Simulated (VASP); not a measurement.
# Al2Cu in VASP: further runs

Runs on Al2Cu. Level: PBE. Tasks: single point, relaxation of cell and atoms.

Everything below comes from runs of VASP 6.6.1. Logs are shortened: lines on timing, memory, paths and dates and some standing lists are left out, and cuts for length are marked.

## Step 1: The cell of the first run

The typed cell holds 3 atoms: a = 4.089 Å, b = 4.089 Å, c = 4.089 Å, α = 120.00°, β = 120.00°, γ = 90.01°.

## Step 2: Single point, PBE

The input, INCAR:

```
PREC = Accurate
ENCUT = 520
EDIFF = 1E-6
ISMEAR = 0
SIGMA = 0.1
LREAL = F
LASPH = T
NELM = 100
ALGO = Fast
ISIF = 2
LWAVE = F
LCHARG = F
GGA = PE
NBANDS = 16
```

The input, KPOINTS:

```
regular mesh
0
Gamma
  14 14 14
```

The input, POSCAR:

```
Al2Cu
1.0
   -2.0446280244      2.0446280244      2.8912313280
    2.0446280244     -2.0446280244      2.8912313280
    2.0446280244      2.0446280244     -2.8912313280
Al Cu
2 1
Direct
    0.7500000000      0.2500000000      0.5000000000
    0.2500000000      0.7500000000      0.5000000000
    0.5000000000      0.5000000000      0.0000000000
```

Potentials or basis: VASP PAW PBE potentials, release 64 (Al, Cu).

On the command line:

```bash
$ cat potpaw_PBE.64/Al/POTCAR potpaw_PBE.64/Cu/POTCAR > POTCAR
$ mpirun -np 1 vasp_std > vasp.out
```

OUTCAR:

```text
PREC = Accurate
   ENCUT = 520
   EDIFF = 1E-6
   ISMEAR = 0
   LREAL = F
   LASPH = T
   NELM = 100
   ISIF = 2
   GGA = PE

 ion  position               nearest neighbor table
   1  0.750  0.250  0.500-   3 2.50   3 2.50   3 2.50   3 2.50   2 2.89   2 2.89   2 2.89   2 2.89
                             2 2.89   2 2.89
   2  0.250  0.750  0.500-   3 2.50   3 2.50   3 2.50   3 2.50   1 2.89   1 2.89   1 2.89   1 2.89
                             1 2.89   1 2.89
   3  0.500  0.500  0.000-   1 2.50   2 2.50   1 2.50   2 2.50   2 2.50   1 2.50   2 2.50   1 2.50

  LATTYP: Found a body centered tetragonal cell.
 ALAT       =     4.0892560488
 C/A-ratio  =     1.4140622614

  Lattice vectors:

 A1 = (  -2.0446280244,   2.0446280244,   2.8912313280)
 A2 = (   2.0446280244,  -2.0446280244,   2.8912313280)
 A3 = (   2.0446280244,   2.0446280244,  -2.8912313280)

Analysis of symmetry for initial positions (statically):
=====================================================================
 Subroutine PRICEL returns:
 Original cell was already a primitive cell.

 Routine SETGRP: Setting up the symmetry group for a
 body centered tetragonal supercell.

 Subroutine GETGRP returns: Found 16 space group operations
 (whereof 16 operations were pure point group operations)
 out of a pool of 16 trial point group operations.

The static configuration has the point symmetry D_4h.

Analysis of symmetry for dynamics (positions and initial velocities):
=====================================================================
 Subroutine PRICEL returns:
 Original cell was already a primitive cell.

 Routine SETGRP: Setting up the symmetry group for a
 body centered tetragonal supercell.

 Subroutine GETGRP returns: Found 16 space group operations
 (whereof 16 operations were pure point group operations)
 out of a pool of 16 trial point group operations.

The dynamic configuration has the point symmetry D_4h.

 Subroutine INISYM returns: Found 16 space group operations
 (whereof 16 operations are pure point group operations),
 and found     1 'primitive' translations

----------------------------------------------------------------------------------------

                                     Primitive cell

  volume of cell :      48.3472

  direct lattice vectors                    reciprocal lattice vectors
    -2.044628024  2.044628024  2.891231328     0.000000000  0.244543259  0.172936698
     2.044628024 -2.044628024  2.891231328     0.244543259  0.000000000  0.172936698
     2.044628024  2.044628024 -2.891231328     0.244543259  0.244543259  0.000000000

  length of vectors
     4.089037308  4.089037308  4.089037308     0.299513784  0.299513784  0.345836393

  position of ions in fractional coordinates (direct lattice)
     0.750000000  0.250000000  0.500000000
     0.250000000  0.750000000  0.500000000
     0.500000000  0.500000000  0.000000000

  ion indices of the primitive-cell ions
   primitive index   ion index
                 1           1
                 2           2
                 3           3

----------------------------------------------------------------------------------------

 KPOINTS: regular mesh

Automatic generation of k-mesh.
 Grid dimensions read from file:
 generate k-points for:   14   14   14

 Generating k-lattice:

  Cartesian coordinates                     Fractional coordinates (reciprocal lattice)
     0.000000000  0.017467376  0.012352621     0.071428571  0.000000000 -0.000000000
     0.017467376  0.000000000  0.012352621     0.000000000  0.071428571 -0.000000000
     0.017467376  0.017467376  0.000000000     0.000000000  0.000000000  0.071428571

  Length of vectors
     0.021393842  0.021393842  0.024702600

  Shift w.r.t. Gamma in fractional coordinates (k-lattice)
     0.000000000  0.000000000  0.000000000

 Subroutine IBZKPT returns following result:
 ===========================================

 Found    244 irreducible k-points:

 Following reciprocal coordinates:
            Coordinates               Weight
  0.000000  0.000000  0.000000      1.000000
  0.071429  0.000000 -0.000000      8.000000
  0.142857  0.000000 -0.000000      8.000000
  0.214286  0.000000 -0.000000      8.000000
  0.285714  0.000000 -0.000000      8.000000
  0.357143  0.000000 -0.000000      8.000000
[... 16 lines left out ...]
  0.214286  0.142857 -0.000000     16.000000
  0.285714  0.142857 -0.000000     16.000000
 [... further k-points ...]
   k-points           NKPTS =    244   k-points in BZ     NKDIM =    244   number of bands    NBANDS=     16
   number of dos      NEDOS =    301   number of ions     NIONS =      3
   total plane-waves  NPLWV =  27000
   dimension x,y,z NGX =    30 NGY =   30 NGZ =   30
   dimension x,y,z NGXF=    60 NGYF=   60 NGZF=   60
   ions per type =               2   1
   NGX,Y,Z   is equivalent  to a cutoff of  12.20, 12.20, 12.20 a.u.
   NGXF,Y,Z  is equivalent  to a cutoff of  24.39, 24.39, 24.39 a.u.
 SYSTEM =  unknown system
[... 28 lines left out ...]
   GGA     = PE    functional components
   LHFCALC =     F    Hartree Fock is set to
   AEXX    =    0.0000 exact exchange contribution
   IVDW    =     0    specifies the selected vdW correction
   LEPSILON=     F    determine dielectric tensor
   LRPA    =     F    only Hartree local field effects (RPA)
 non-spin polarized calculation
 RMM-DIIS sequential band-by-band and
 Gauss-broadening in eV      SIGMA  =   0.10
  energy-cutoff  :      520.00
  volume of cell :       48.35
 maximum number of plane-waves:      1323
   NGX = 15   NGY = 15   NGZ = 15

 number of electron      16.9999990 magnetization

 Free energy of the ion-electron system (eV)
  ---------------------------------------------------
  ext. energy  EPLUGINS =         0.00000000
  ---------------------------------------------------
  free energy    TOTEN  =       -11.74899707 eV

  energy without entropy =      -11.74374114  energy(sigma->0) =      -11.74636911

 E-fermi :   6.9066     XC(G=0): -10.4061

 val. band max:        6.8957421232   @ k =  -0.2857   0.1429   0.0000
 cond. band min:       6.9203644593   @ k =   0.1429   0.0000  -0.0000
 fundamental gap:      0.0246223360
 Fermi energy:         6.9066031129

 k-point     1 :       0.0000    0.0000    0.0000
  band No.  band energies     occupation
      1      -3.2208      2.00000
      2       2.4003      2.00000
      3       2.4004      2.00000
      4       2.4004      2.00000
      5       2.9489      2.00000
      6       2.9491      2.00000
[... 8 lines left out ...]
     15      13.7876      0.00000
     16      13.7910      0.00000

 k-point     2 :       0.0714    0.0000   -0.0000
  band No.  band energies     occupation
      1      -3.1531      2.00000
      2       2.3775      2.00000
      3       2.4110      2.00000
      4       2.4110      2.00000
      5       2.9461      2.00000
      6       2.9463      2.00000
[... 8 lines left out ...]
     15      13.0687      0.00000
     16      13.6171      0.00000

 k-point     3 :       0.1429    0.0000   -0.0000
  band No.  band energies     occupation
      1      -2.9507      2.00000
      2       2.3078      2.00000
      3       2.4397      2.00000
      4       2.4398      2.00000
      5       2.9404      2.00000
      6       2.9406      2.00000
[... 8 lines left out ...]
     15      12.6998      0.00000
     16      13.3230      0.00000

 k-point     4 :       0.2143    0.0000   -0.0000
  band No.  band energies     occupation
      1      -2.6163      2.00000
      2       2.1822      2.00000
      3       2.4775      2.00000
      4       2.4775      2.00000
      5       2.9388      2.00000
      6       2.9389      2.00000
[... 8 lines left out ...]
     15      12.7138      0.00000
     16      14.0107      0.00000
[... 324 lines left out ...]
 k-point    22 :       0.1429    0.1429   -0.0000
  band No.  band energies     occupation
      1      -2.5045      2.00000
      2       2.1746      2.00000
      3       2.4667      2.00000
      4       2.5088      2.00000
      5       2.8908      2.00000
      6       2.9757      2.00000
[... 8 lines left out ...]
     15      14.1701      0.00000
     16      15.4368      0.00000

 k-point    23 :       0.2143    0.1429   -0.0000
  band No.  band energies     occupation
      1      -2.0868      2.00000
      2       2.0332      2.00000
      3       2.4761      2.00000
      4       2.5576      2.00000
      5       2.8790      2.00000
      6       2.9949      2.00000
[... 8 lines left out ...]
     15      14.2179      0.00000
     16      16.5609      0.00000

 k-point    24 :       0.2857    0.1429   -0.0000
  band No.  band energies     occupation
      1      -1.5498      2.00000
      2       1.7698      2.00000
      3       2.4778      2.00000
      4       2.5939      2.00000
      5       2.8930      2.00000
      6       3.0103      2.00000
[... 8 lines left out ...]
     15      14.0073      0.00000
     16      17.4589      0.00000

 [... further k-points ...]

------------------------ aborting loop because EDIFF is reached ----------------------------------------

  FORCE on cell =-STRESS in cart. coord.  units (eV):
  Direction    XX          YY          ZZ          XY          YZ          ZX
  --------------------------------------------------------------------------------------
  -------------------------------------------------------------------------------------
  Total        0.0463208      0.0463208      0.0489729      0.0000000     -0.0000000      0.0000000
  in kB        1.5350226      1.5350226      1.6229110      0.0000000     -0.0000000      0.0000000
  external PRESSURE =       1.5643187 kB  Pullay stress =       0.0000000 kB

 VOLUME and BASIS-vectors are now :
 -----------------------------------------------------------------------------
  energy-cutoff  :      520.00
  volume of cell :       48.35
      direct lattice vectors                 reciprocal lattice vectors
    -2.044628024  2.044628024  2.891231328     0.000000000  0.244543259  0.172936698
     2.044628024 -2.044628024  2.891231328     0.244543259  0.000000000  0.172936698
     2.044628024  2.044628024 -2.891231328     0.244543259  0.244543259  0.000000000

 POSITION                                       TOTAL-FORCE (eV/Angst)
 -----------------------------------------------------------------------------------
     -0.00000      2.04463      1.44562        -0.000000      0.000000     -0.000000
      2.04463     -0.00000      1.44562         0.000000     -0.000000      0.000000
      0.00000      0.00000      2.89123         0.000000      0.000000      0.000000
 -----------------------------------------------------------------------------------
    total drift:                                0.000000     -0.000000      0.000000

  FREE ENERGIE OF THE ION-ELECTRON SYSTEM (eV)
  ---------------------------------------------------
  free  energy   TOTEN  =       -11.7489970725 eV

  energy  without entropy=      -11.7437411380  energy(sigma->0) =      -11.74636911
```

Wall time 3.3 min (1 thread of Intel Xeon Platinum 8259CL at 2.50GHz (Skylake/Cascade Lake), shared host); peak memory 0.3 GiB.

Results:

- Free energy: -11.7490 eV
- Pressure: 0.2 GPa
- Band gap on the k mesh: zero (an odd number of electrons rules out a gap without spin polarisation)

## Step 3: Relaxation of cell and atoms, PBE, target pressure 5 GPa, at which the enthalpy is minimised

The input, INCAR:

```
PREC     = Accurate       # precision mode
ENCUT    = 600            # plane-wave cutoff, eV
EDIFF    = 1E-6           # SCF threshold, eV
ISMEAR   = -1             # smearing method
SIGMA    = 0.15           # smearing width, eV
LREAL    = F              # projectors in reciprocal space
LASPH    = T              # aspherical terms in the spheres
NELM     = 100            # most SCF steps
ALGO     = Normal         # electronic algorithm
ISIF     = 3              # what is computed and relaxed
LWAVE    = F              # write WAVECAR
LCHARG   = F              # write CHGCAR
GGA      = PE             # functional
IBRION   = 2              # ionic algorithm
NSW      = 80             # ionic steps
EDIFFG   = -0.001         # ionic threshold
PSTRESS  = 50.0
```

KPOINTS is that of step 2.

The input, POSCAR:

```
Al2Cu
1.0
   -2.0452782062      2.0452782062      2.8924627113
    2.0452782062     -2.0452782062      2.8924627113
    2.0452782062      2.0452782062     -2.8924627113
Al Cu
2 1
Direct
    0.7500000000      0.2500000000      0.5000000000
    0.2500000000      0.7500000000      0.5000000000
    0.5000000000      0.5000000000      0.0000000000
```

Potentials or basis: VASP PAW PBE potentials, release 64 (Al, Cu).

On the command line:

```bash
$ cat potpaw_PBE.64/Al/POTCAR potpaw_PBE.64/Cu/POTCAR > POTCAR
$ mpirun -np 1 vasp_std > vasp.out
```

Wall time 9.2 min (1 thread of Intel Xeon Platinum 8259CL at 2.50GHz (Skylake/Cascade Lake), shared host); peak memory 0.27 GiB.

It converged, with:

```yaml
Free_energy: -11.7465 eV
Relaxed_volume: 15.42 Å³/atom
Relaxed_cell: a = 4.029 Å, b = 4.029 Å, c = 4.029 Å, α = 120.00°, β = 120.00°, γ = 90.00°
Space_group_after_relaxing_to_0.1_Å: Fm-3m (No. 225)
Energy_change_on_relaxing_the_run_minimises_the_enthalpy: +11.1 meV/atom
Ionic_steps: 25
Pressure_after_relaxing: 5.0 GPa
Band_gap_on_the_k_mesh: zero (an odd number of electrons rules out a gap without spin polarisation)
```

The path:
```
step  energy change (eV)  largest force (eV/Å)  pressure (GPa)  volume (Å³)
   1              0.0000                0.0000            0.18        48.40
   2              0.0811                0.0000            7.98        45.08
   3              0.0334                0.0000            4.99        46.25
   4              0.0347                0.0000            5.06        46.21
   5              0.0335                0.0000            5.03        46.25
   6              0.0328                0.0000            4.95        46.27
   7              0.0333                0.0000            4.89        46.26
   8              0.0335                0.0000            4.98        46.25
   9              0.0339                0.0000            4.97        46.23
  10              0.0352                0.0000            5.11        46.19
  11              0.0342                0.0000            5.08        46.23
  12              0.0340                0.0000            5.05        46.23
  13              0.0340                0.0000            4.75        46.23
  14              0.0340                0.0000            5.22        46.23
  15              0.0340                0.0000            4.95        46.23
  16              0.0340                0.0000            5.06        46.23
  17              0.0338                0.0000            5.04        46.24
  18              0.0336                0.0000            5.02        46.25
  19              0.0331                0.0000            4.98        46.26
  20              0.0333                0.0000            4.96        46.25
  21              0.0335                0.0000            4.98        46.25
  22              0.0335                0.0000            5.21        46.25
  23              0.0335                0.0000            4.88        46.25
  24              0.0335                0.0000            5.05        46.25
  25              0.0334                0.0000            5.00        46.25
```

Final structure:
```xyz
3
Lattice="-2.0146 2.0146 2.8491 2.0146 -2.0146 2.8491 2.0146 2.0146 -2.8491" Properties=species:S:1:pos:R:3 pbc="T T T"
Al    0.0000    2.0146    1.4245
Al    2.0146    0.0000    1.4245
Cu    0.0000    0.0000    2.8491
```

Levels at points of the mesh, in eV from the Fermi level:
```
           k point  band 5  band 6  band 7  band 8  band 9  band 10  band 11  band 12
(0.00, 0.00, 0.00)   -4.11   -4.11    2.93    2.93    2.93     2.98     2.98     2.98
(0.50, 0.00, 0.00)   -4.06   -4.05   -4.05    0.61    0.61     2.96     2.96     3.96
(0.50, 0.50, 0.00)   -4.17   -3.95   -3.82   -2.04   -2.04     0.42     1.53     9.07
```

Caveat: the cell is relaxed towards a set pressure, so the run minimises the enthalpy, not the energy.

## Step 4: Relaxation of cell and atoms, PBE

The input, INCAR:

```
PREC = Accurate ; ENCUT = 600
EDIFF = 1E-7 ; ISMEAR = -1
SIGMA = 0.15 ; LREAL = False
LASPH = True ; NELM = 60
ALGO = Fast ; ISIF = 3
LWAVE = False ; LCHARG = False
GGA = PE ; IBRION = 2
NSW = 80 ; EDIFFG = -0.001
```

KPOINTS is that of step 3.

The input, POSCAR:

```
Al2Cu
1.0
   -2.0446280244      2.0446280244      2.8912313280
    2.0446280244     -2.0446280244      2.8912313280
    2.0446280244      2.0446280244     -2.8912313280
Al Cu
2 1
Direct
    0.7500000000      0.2500000000      0.5000000000
    0.2500000000      0.7500000000      0.5000000000
    0.5000000000      0.5000000000      0.0000000000
```

On the command line:

```bash
$ cat potpaw_PBE.64/Al/POTCAR potpaw_PBE.64/Cu/POTCAR > POTCAR
$ mpirun -np 1 vasp_std > vasp.out
```

Wall time 32 min (1 thread of Intel Xeon Platinum 8259CL at 2.50GHz (Skylake/Cascade Lake), shared host); peak memory 0.38 GiB.

The run converged. Its results:

```yaml
Free_energy: -11.7799 eV
Relaxed_volume: 16.17 Å³/atom
Relaxed_cell: a = 4.094 Å, b = 4.094 Å, c = 4.094 Å, α = 120.00°, β = 120.00°, γ = 90.00°
Space_group_after_relaxing_to_0.1_Å: Fm-3m (No. 225)
Energy_gained_by_relaxing: 0.0 meV/atom
Ionic_steps: 36
Pressure_after_relaxing: 0.0 GPa
Band_gap_on_the_k_mesh: zero (an odd number of electrons rules out a gap without spin polarisation)
```

The path:
| step | energy change (eV) | largest force (eV/Å) | pressure (GPa) | volume (Å³) |
| --- | --- | --- | --- | --- |
| 1 | 0.0000 | 0.0000 | 0.03 | 48.35 |
| 2 | 0.0000 | 0.0000 | 0.29 | 48.37 |
| 3 | -0.0001 | 0.0000 | 0.10 | 48.44 |
| 4 | -0.0001 | 0.0000 | -0.18 | 48.57 |
| 5 | -0.0001 | 0.0000 | 0.05 | 48.48 |
| 6 | -0.0001 | 0.0000 | -0.04 | 48.52 |
| 7 | -0.0001 | 0.0000 | 0.03 | 48.50 |
| 8 | -0.0001 | 0.0000 | -0.01 | 48.51 |
| 9 | -0.0001 | 0.0000 | 0.03 | 48.51 |
| 10 | -0.0001 | 0.0000 | -0.10 | 48.55 |
| 11 | -0.0001 | 0.0000 | -0.02 | 48.52 |
| 12 | -0.0001 | 0.0000 | 0.01 | 48.52 |
| 13 | -0.0001 | 0.0000 | -0.06 | 48.52 |
| 14 | -0.0001 | 0.0000 | -0.01 | 48.52 |
| 15 | -0.0001 | 0.0000 | 0.00 | 48.52 |
| 16 | -0.0001 | 0.0000 | -0.02 | 48.52 |
| 17 | -0.0001 | 0.0000 | -0.04 | 48.52 |
| 18 | -0.0001 | 0.0000 | -0.07 | 48.52 |
| 19 | -0.0001 | 0.0000 | 0.04 | 48.52 |
| 20 | -0.0001 | 0.0000 | -0.02 | 48.52 |
| 21 | -0.0001 | 0.0000 | -0.03 | 48.52 |
| 22 | -0.0001 | 0.0000 | -0.01 | 48.52 |
| 23 | -0.0001 | 0.0000 | 0.00 | 48.52 |
| 24 | -0.0001 | 0.0000 | -0.02 | 48.52 |
| 25 | -0.0001 | 0.0000 | 0.01 | 48.52 |
| 26 | -0.0001 | 0.0000 | -0.05 | 48.52 |
| 27 | -0.0001 | 0.0000 | -0.02 | 48.52 |
| 28 | -0.0001 | 0.0000 | -0.01 | 48.52 |
| 29 | -0.0001 | 0.0000 | -0.02 | 48.52 |
| 30 | -0.0001 | 0.0000 | -0.02 | 48.52 |
| 31 | -0.0001 | 0.0000 | 0.01 | 48.52 |
| 32 | -0.0001 | 0.0000 | -0.05 | 48.52 |
| 33 | -0.0001 | 0.0000 | -0.02 | 48.52 |
| 34 | -0.0001 | 0.0000 | 0.01 | 48.51 |
| 35 | -0.0001 | 0.0000 | -0.05 | 48.51 |
| 36 | -0.0001 | 0.0000 | -0.01 | 48.51 |

Final structure:
```xyz
3
Lattice="-2.0469 2.0469 2.8947 2.0469 -2.0469 2.8947 2.0469 2.0469 -2.8947" Properties=species:S:1:pos:R:3 pbc="T T T"
Al    0.0000    2.0469    1.4473
Al    2.0469    0.0000    1.4473
Cu    0.0000    0.0000    2.8947
```

Levels at points of the mesh, in eV from the Fermi level:
```
           k point  band 7  band 8  band 9  band 10  band 11  band 12
(0.00, 0.00, 0.00)    2.83    2.83    2.83     2.92     2.92     2.92
(0.50, 0.00, 0.00)   -3.89    0.61    0.61     2.87     2.87     3.64
(0.50, 0.50, 0.00)   -3.68   -1.95   -1.95     0.24     1.55     8.94
(0.50, 0.50, 0.50)   -3.68   -1.95   -1.95     0.24     1.55     8.94
```

## Step 5: The runs side by side

| task | cell | cutoff (eV) | smearing | gap on the mesh (eV) | pressure (GPa) |
| --- | --- | --- | --- | --- | --- |
| single point | a = 4.089 Å, angles 120.0, 120.0, 90.0°, 3 atoms | 520 | gaussian 0.1 eV | none | 0.2 |
| relaxation of cell and atoms | relaxed to 5 GPa from a = 4.091 Å, angles 120.0, 120.0, 90.0°, 3 atoms | 600 | fermi-dirac 0.15 eV | none | 5.0 |
| relaxation of cell and atoms | relaxed from a = 4.089 Å, angles 120.0, 120.0, 90.0°, 3 atoms | 600 | fermi-dirac 0.15 eV | none | 0.0 |

Alike in all rows: level PBE; potentials or basis VASP PAW PBE potentials, release 64 (Al, Cu); no spin polarisation; k mesh 14 × 14 × 14.

Caveats: the cell is relaxed towards a set pressure, so the run minimises the enthalpy, not the energy (at least some runs).

Absolute energies hang on the potentials; compare differences alone.

The gap in the log of VASP goes by the Fermi energy; the results here count the filled bands.